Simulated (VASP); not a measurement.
# Tl (P6_3/mmc) in VASP: notebook

Tl is run at these levels: PBE; tasks: single point, relaxation of cell and atoms.

All numbers are computed with VASP 6.6.1; they aren't measurements. Logs are shortened: lines on timing, memory, paths and dates and some standing lists are left out, and cuts for length are marked.

### 1 The cell of the first run

Symmetry: P6_3/mmc, No. 194, hexagonal system. Conventional cell: a = 3.608 Å, b = 3.608 Å, c = 5.576 Å, α = 90.00°, β = 90.00°, γ = 120.00°. Tl (site symmetry -6m2) has 12 Tl at 3.48 to 3.61 Å within 4.6 Å.

### 2 Single point, PBE

The input, INCAR:

```
SYSTEM = Tl
PREC = Accurate
ENCUT = 520
EDIFF = 1E-7
ISMEAR = 0
SIGMA = 0.1
LREAL = .FALSE.
LASPH = .TRUE.
NELM = 100
ALGO = Fast
ISIF = 2
LWAVE = .FALSE.
LCHARG = .FALSE.
GGA = PE
NBANDS = 20
```

The input, KPOINTS:

```
regular mesh
0
G
  15 15 8
  0 0 0
```

The input, POSCAR:

```
Tl
1.0
    3.6079723179      0.0000000000      0.0000000000
   -1.8039861590      3.1245956834      0.0000000000
    0.0000000000      0.0000000000      5.5756666843
Tl
2
Direct
    0.3333333333      0.6666666667      0.2500000000
    0.6666666667      0.3333333333      0.7500000000
```

Potentials or basis: VASP PAW PBE potentials, release 64 (Tl_d).

Launch:

```console
$ cat potpaw_PBE.64/Tl_d/POTCAR > POTCAR
$ mpirun -np 1 vasp_std > vasp.out
```

OUTCAR:

```text
SYSTEM = Tl
   PREC = Accurate
   ENCUT = 520
   EDIFF = 1E-7
   ISMEAR = 0
   LREAL = .FALSE.
   LASPH = .TRUE.
   NELM = 100
   ISIF = 2
   GGA = PE

 ion  position               nearest neighbor table
   1  0.333  0.667  0.250-   2 3.48   2 3.48   2 3.48   2 3.48   2 3.48   2 3.48
   2  0.667  0.333  0.750-   1 3.48   1 3.48   1 3.48   1 3.48   1 3.48   1 3.48

  LATTYP: Found a hexagonal cell.
 ALAT       =     3.6079723179
 C/A-ratio  =     1.5453740198

  Lattice vectors:

 A1 = (   3.6079723179,   0.0000000000,   0.0000000000)
 A2 = (  -1.8039861590,   3.1245956834,   0.0000000000)
 A3 = (   0.0000000000,   0.0000000000,   5.5756666843)

Analysis of symmetry for initial positions (statically):
=====================================================================
 Subroutine PRICEL returns:
 Original cell was already a primitive cell.

 Routine SETGRP: Setting up the symmetry group for a
 hexagonal supercell.

 Subroutine GETGRP returns: Found 24 space group operations
 (whereof 12 operations were pure point group operations)
 out of a pool of 24 trial point group operations.

The static configuration has the point symmetry D_3d.
 The point group associated with its full space group is D_6h.

Analysis of symmetry for dynamics (positions and initial velocities):
=====================================================================
 Subroutine PRICEL returns:
 Original cell was already a primitive cell.

 Routine SETGRP: Setting up the symmetry group for a
 hexagonal supercell.

 Subroutine GETGRP returns: Found 24 space group operations
 (whereof 12 operations were pure point group operations)
 out of a pool of 24 trial point group operations.

The dynamic configuration has the point symmetry D_3d.
 The point group associated with its full space group is D_6h.

 Subroutine INISYM returns: Found 24 space group operations
 (whereof 12 operations are pure point group operations),
 and found     1 'primitive' translations

----------------------------------------------------------------------------------------

                                     Primitive cell

  volume of cell :      62.8570

  direct lattice vectors                    reciprocal lattice vectors
     3.607972318  0.000000000  0.000000000     0.277163989  0.160020704  0.000000000
    -1.803986159  3.124595683  0.000000000     0.000000000  0.320041407  0.000000000
     0.000000000  0.000000000  5.575666684     0.000000000  0.000000000  0.179350750

  length of vectors
     3.607972318  3.607972318  5.575666684     0.320041407  0.320041407  0.179350750

  position of ions in fractional coordinates (direct lattice)
     0.333333333  0.666666667  0.250000000
     0.666666667  0.333333333  0.750000000

  ion indices of the primitive-cell ions
   primitive index   ion index
                 1           1
                 2           2

----------------------------------------------------------------------------------------

 KPOINTS: regular mesh

Automatic generation of k-mesh.
 Grid dimensions read from file:
 generate k-points for:   15   15    8

 Generating k-lattice:

  Cartesian coordinates                     Fractional coordinates (reciprocal lattice)
     0.018477599  0.010668047  0.000000000     0.066666667  0.000000000  0.000000000
     0.000000000  0.021336094  0.000000000     0.000000000  0.066666667  0.000000000
     0.000000000  0.000000000  0.022418844     0.000000000  0.000000000  0.125000000

  Length of vectors
     0.021336094  0.021336094  0.022418844

  Shift w.r.t. Gamma in fractional coordinates (k-lattice)
     0.000000000  0.000000000  0.000000000

 Subroutine IBZKPT returns following result:
 ===========================================

 Found    135 irreducible k-points:

 Following reciprocal coordinates:
            Coordinates               Weight
  0.000000  0.000000  0.000000      1.000000
  0.066667  0.000000  0.000000      6.000000
  0.133333  0.000000  0.000000      6.000000
  0.200000  0.000000  0.000000      6.000000
  0.266667  0.000000  0.000000      6.000000
  0.333333  0.000000  0.000000      6.000000
[... 16 lines left out ...]
  0.333333  0.200000  0.000000     12.000000
  0.400000  0.200000  0.000000      6.000000
 [... further k-points ...]
   k-points           NKPTS =    135   k-points in BZ     NKDIM =    135   number of bands    NBANDS=     20
   number of dos      NEDOS =    301   number of ions     NIONS =      2
   total plane-waves  NPLWV =  32928
   dimension x,y,z NGX =    28 NGY =   28 NGZ =   42
   dimension x,y,z NGXF=    56 NGYF=   56 NGZF=   84
   ions per type =               2
   NGX,Y,Z   is equivalent  to a cutoff of  12.90, 12.90, 12.52 a.u.
   NGXF,Y,Z  is equivalent  to a cutoff of  25.80, 25.80, 25.05 a.u.
 SYSTEM =  Tl
   PREC   = accura    normal or accurate (medium, high low for compatibility)
   ISTART =      0    job   : 0-new  1-cont  2-samecut
   ICHARG =      2    charge: 1-file 2-atom 10-const
   ISPIN  =      1    spin polarized calculation?
   LNONCOLLINEAR =      F non collinear calculations
   LSORBIT =      F    spin-orbit coupling
   LASPH  =      T    aspherical Exc in radial PAW
   ENCUT  =  520.0 eV  38.22 Ry    6.18 a.u.   6.71  6.71 10.37*2*pi/ulx,y,z
   NELM   =    100;   NELMIN=  2; NELMDL= -5     # of ELM steps
   EDIFF  = 0.1E-06   stopping-criterion for ELM
   LREAL  =      F    real-space projection
   EDIFFG = 0.1E-05   stopping-criterion for IOM
   NSW    =      0    number of steps for IOM
   IBRION =     -1    ionic relax: 0-MD 1-quasi-New 2-CG
   NFREE  =      0    steps in history (QN), initial steepest desc. (CG)
   ISIF   =      2    stress and relaxation
   ISYM   =      2    0-nonsym 1-usesym 2-fastsym
   POTIM  = 0.5000    time-step for ionic-motion
   TEBEG  =    0.0;   TEEND  =   0.0 temperature during run
   PSTRESS=    0.0 pullay stress
   NELECT =      26.0000    total number of electrons
   NUPDOWN=      -1.0000    fix difference up-down
   EMIN   =  10.00;   EMAX   =-10.00  energy-range for DOS
   EFERMI =   0.00;   METHOD = LEGACY
   ISMEAR =     0;   SIGMA  =   0.10  broadening in eV -4-tet -1-fermi 0-gaus
   EFERMI_NEDOS =   21; number of points for ismear=-14 and -15
   IALGO  =     68    algorithm
   IMIX   =      4    mixing-type and parameters
     AMIX     =   0.40;   BMIX     =  1.00
     AMIX_MAG =   1.60;   BMIX_MAG =  1.00
  volume/ion in A,a.u.               =      31.43       212.09
  Fermi-wavevector in a.u.,A,eV,Ry     =   1.219780  2.305049 20.243593  1.487862
  Thomas-Fermi vector in A             =   2.355020
   LORBIT       =      0    0 simple, 1 ext, 2 COOP (PROOUT), +10 PAW based schemes
   GGA     = PE    functional components
   LHFCALC =     F    Hartree Fock is set to
   AEXX    =    0.0000 exact exchange contribution
   IVDW    =     0    specifies the selected vdW correction
   LEPSILON=     F    determine dielectric tensor
   LRPA    =     F    only Hartree local field effects (RPA)
 non-spin polarized calculation
 RMM-DIIS sequential band-by-band and
 Gauss-broadening in eV      SIGMA  =   0.10
  energy-cutoff  :      520.00
  volume of cell :       62.86
 maximum number of plane-waves:      1725
 NGX is ok and might be reduce to    28
   NGX = 13   NGY = 13   NGZ = 21

 number of electron      26.0000007 magnetization

 Free energy of the ion-electron system (eV)
  ---------------------------------------------------
  ext. energy  EPLUGINS =         0.00000000
  ---------------------------------------------------
  free energy    TOTEN  =        -4.45453718 eV

  energy without entropy =       -4.45094751  energy(sigma->0) =       -4.45274235

 E-fermi :   5.6497     XC(G=0):  -9.7249

 val. band max:        5.5907311760   @ k =   0.2667   0.2000   0.0000
 cond. band min:       5.6514555484   @ k =   0.0667   0.0667   0.2500
 fundamental gap:      0.0607243724
 Fermi energy:         5.6496613478

 k-point     1 :       0.0000    0.0000    0.0000
  band No.  band energies     occupation
      1      -6.0015      2.00000
      2      -5.8268      2.00000
      3      -5.8268      2.00000
      4      -5.8185      2.00000
      5      -5.7817      2.00000
      6      -5.7817      2.00000
[... 12 lines left out ...]
     19      15.5142      0.00000
     20      16.3163      0.00000

 k-point     2 :       0.0667    0.0000    0.0000
  band No.  band energies     occupation
      1      -5.9921      2.00000
      2      -5.8524      2.00000
      3      -5.8129      2.00000
      4      -5.7904      2.00000
      5      -5.7823      2.00000
      6      -5.7820      2.00000
[... 12 lines left out ...]
     19      16.0594      0.00000
     20      16.1022      0.00000

 k-point     3 :       0.1333    0.0000    0.0000
  band No.  band energies     occupation
      1      -5.9770      2.00000
      2      -5.8722      2.00000
      3      -5.8041      2.00000
      4      -5.8007      2.00000
      5      -5.7821      2.00000
      6      -5.7734      2.00000
[... 12 lines left out ...]
     19      15.4066      0.00000
     20      16.9549      0.00000

 k-point     4 :       0.2000    0.0000    0.0000
  band No.  band energies     occupation
      1      -5.9896      2.00000
      2      -5.8663      2.00000
      3      -5.8398      2.00000
      4      -5.8264      2.00000
      5      -5.7787      2.00000
      6      -5.7150      2.00000
[... 12 lines left out ...]
     19      14.7574      0.00000
     20      16.6553      0.00000

 k-point     5 :       0.2667    0.0000    0.0000
  band No.  band energies     occupation
      1      -6.0248      2.00000
      2      -5.8857      2.00000
      3      -5.8634      2.00000
      4      -5.8539      2.00000
      5      -5.7561      2.00000
      6      -5.6475      2.00000
[... 12 lines left out ...]
     19      14.2944      0.00000
     20      16.0164      0.00000

 k-point     6 :       0.3333    0.0000    0.0000
  band No.  band energies     occupation
      1      -6.0619      2.00000
      2      -5.9337      2.00000
      3      -5.8787      2.00000
      4      -5.8770      2.00000
      5      -5.7222      2.00000
      6      -5.6392      2.00000
[... 12 lines left out ...]
     19      13.8270      0.00000
     20      15.5391      0.00000

 k-point     7 :       0.4000    0.0000    0.0000
  band No.  band energies     occupation
      1      -6.0910      2.00000
      2      -5.9732      2.00000
      3      -5.8972      2.00000
      4      -5.8930      2.00000
      5      -5.6946      2.00000
      6      -5.6621      2.00000
[... 12 lines left out ...]
     19      13.4722      0.00000
     20      15.2202      0.00000
[... 277 lines left out ...]
 k-point    20 :       0.4000    0.1333    0.0000
  band No.  band energies     occupation
      1      -6.0462      2.00000
      2      -6.0243      2.00000
      3      -5.8723      2.00000
      4      -5.8655      2.00000
      5      -5.6913      2.00000
      6      -5.6759      2.00000
[... 12 lines left out ...]
     19      13.7400      0.00000
     20      15.0102      0.00000

 k-point    21 :       0.2000    0.2000    0.0000
  band No.  band energies     occupation
      1      -5.9647      2.00000
      2      -5.9351      2.00000
      3      -5.9306      2.00000
      4      -5.8526      2.00000
      5      -5.7028      2.00000
      6      -5.6505      2.00000
[... 12 lines left out ...]
     19      13.8600      0.00000
     20      16.7583      0.00000

 k-point    22 :       0.2667    0.2000    0.0000
  band No.  band energies     occupation
      1      -6.0076      2.00000
      2      -5.9582      2.00000
      3      -5.8892      2.00000
      4      -5.8510      2.00000
      5      -5.6823      2.00000
      6      -5.6816      2.00000
[... 12 lines left out ...]
     19      13.2759      0.00000
     20      16.7914      0.00000

 k-point    23 :       0.3333    0.2000    0.0000
  band No.  band energies     occupation
      1      -6.0365      2.00000
      2      -5.9754      2.00000
      3      -5.8538      2.00000
      4      -5.8459      2.00000
      5      -5.7060      2.00000
      6      -5.6695      2.00000
[... 12 lines left out ...]
     19      12.9612      0.00000
     20      16.6517      0.00000

 k-point    24 :       0.4000    0.2000    0.0000
  band No.  band energies     occupation
      1      -6.0467      2.00000
      2      -5.9814      2.00000
      3      -5.8429      2.00000
      4      -5.8401      2.00000
      5      -5.7158      2.00000
      6      -5.6574      2.00000
[... 12 lines left out ...]
     19      12.8622      0.00000
     20      16.6007      0.00000

 [... further k-points ...]

------------------------ aborting loop because EDIFF is reached ----------------------------------------

  FORCE on cell =-STRESS in cart. coord.  units (eV):
  Direction    XX          YY          ZZ          XY          YZ          ZX
  --------------------------------------------------------------------------------------
  -------------------------------------------------------------------------------------
  Total       -0.0183302     -0.0183302     -0.0370987      0.0000000     -0.0000000      0.0000000
  in kB       -0.4672229     -0.4672229     -0.9456168      0.0000000     -0.0000000      0.0000000
  external PRESSURE =      -0.6266876 kB  Pullay stress =       0.0000000 kB

 VOLUME and BASIS-vectors are now :
 -----------------------------------------------------------------------------
  energy-cutoff  :      520.00
  volume of cell :       62.86
      direct lattice vectors                 reciprocal lattice vectors
     3.607972318  0.000000000  0.000000000     0.277163989  0.160020704  0.000000000
    -1.803986159  3.124595683  0.000000000     0.000000000  0.320041407  0.000000000
     0.000000000  0.000000000  5.575666684     0.000000000  0.000000000  0.179350750

 POSITION                                       TOTAL-FORCE (eV/Angst)
 -----------------------------------------------------------------------------------
     -0.00000      2.08306      1.39392         0.000000     -0.000000      0.000000
      1.80399      1.04153      4.18175        -0.000000      0.000000      0.000000
 -----------------------------------------------------------------------------------
    total drift:                               -0.000000      0.000000     -0.000000

  FREE ENERGIE OF THE ION-ELECTRON SYSTEM (eV)
  ---------------------------------------------------
  free  energy   TOTEN  =        -4.4545371840 eV

  energy  without entropy=       -4.4509475072  energy(sigma->0) =       -4.45274235
```

Wall time 82 s (1 thread of AMD EPYC 9R45 (Zen 5), shared host); peak memory 0.24 GiB.

What came out:

| Property | Result |
| --- | --- |
| Free energy | -4.4545 eV |
| Pressure | -0.1 GPa |
| Band gap on the k mesh | zero (bands 13 and 14 overlap by 5.41 eV) |

Caveat: spin-orbit coupling is left out, which moves the levels of the heavy elements.

### 3 Relaxation of cell and atoms, PBE

This run uses another cell than the first one, of 29.61 Å³/atom.

The input, INCAR:

```
SYSTEM = Tl
  PREC = Accurate
  ENCUT = 600
  EDIFF = 1E-6
  ISMEAR = 0
  SIGMA = 0.1
  LREAL = .FALSE.
  LASPH = .TRUE.
  NELM = 100
  ALGO = Fast
  ISIF = 3
  LWAVE = .FALSE.
  LCHARG = .FALSE.
  GGA = PE
  IBRION = 2
  NSW = 70
  EDIFFG = -0.005
```

The input, KPOINTS:

```
Automatic mesh
0
G
  15 15 8
  0 0 0
```

The input, POSCAR:

```
Tl
1.0
    3.5345601881      0.0000000000      0.0000000000
   -1.7672800941      3.0610189141      0.0000000000
    0.0000000000      0.0000000000      5.4733818347
Tl
2
Direct
    0.3333333333      0.6666666667      0.2500000000
    0.6666666667      0.3333333333      0.7500000000
```

Potentials or basis: VASP PAW PBE potentials, release 64 (Tl_d).

Launch:

```console
$ cat potpaw_PBE.64/Tl_d/POTCAR > POTCAR
$ mpirun -np 1 vasp_std > vasp.out
```

Wall time 5 min (1 thread of AMD EPYC 9R45 (Zen 5), shared host); peak memory 0.27 GiB.

Results (log left out):

```
Free energy                           : -4.4537 eV
Relaxed volume                        : 31.40 Å³/atom
Relaxed cell                          : a = 3.608 Å, b = 3.608 Å, c = 5.570 Å, α = 90.00°, β = 90.00°, γ = 120.00°
Space group after relaxing (to 0.1 Å) : P6_3/mmc (No. 194)
Energy gained by relaxing             : 9.7 meV/atom
Ionic steps                           : 6
Pressure after relaxing               : 0.0 GPa
Band gap on the k mesh                : zero (bands 13 and 14 overlap by 5.43 eV)
```

Step by step:
| step | energy change (eV) | largest force (eV/Å) | pressure (GPa) | volume (Å³) |
| --- | --- | --- | --- | --- |
| 1 | 0.0000 | 0.0000 | 1.85 | 59.22 |
| 2 | -0.0189 | 0.0000 | 0.23 | 62.20 |
| 3 | -0.0194 | 0.0000 | 0.04 | 62.69 |
| 4 | -0.0194 | 0.0000 | -0.02 | 62.79 |
| 5 | -0.0194 | 0.0000 | -0.01 | 62.79 |
| 6 | -0.0195 | 0.0000 | 0.00 | 62.80 |

Final structure:
```yaml
crystal:
  lattice:
    - [3.60816, 0.00000, 0.00000]
    - [-1.80408, 3.12476, 0.00000]
    - [0.00000, 0.00000, 5.56998]
  atoms:
    - { symbol: Tl, position: [0.33333, 0.66667, 0.25000] }
    - { symbol: Tl, position: [0.66667, 0.33333, 0.75000] }
```

Levels at points of the mesh, in eV from the Fermi level:
```
           k point  band 11  band 12  band 13  band 14  band 15  band 16
(0.00, 0.00, 0.00)    -9.47    -4.87    -2.38     6.96     6.96     8.94
(0.00, 0.00, 0.50)    -8.10    -8.10     3.48     3.48     7.92     7.92
```

Caveat: spin-orbit coupling is left out, which moves the levels of the heavy elements.

The gap in the log of VASP goes by the Fermi energy; the results here count the filled bands.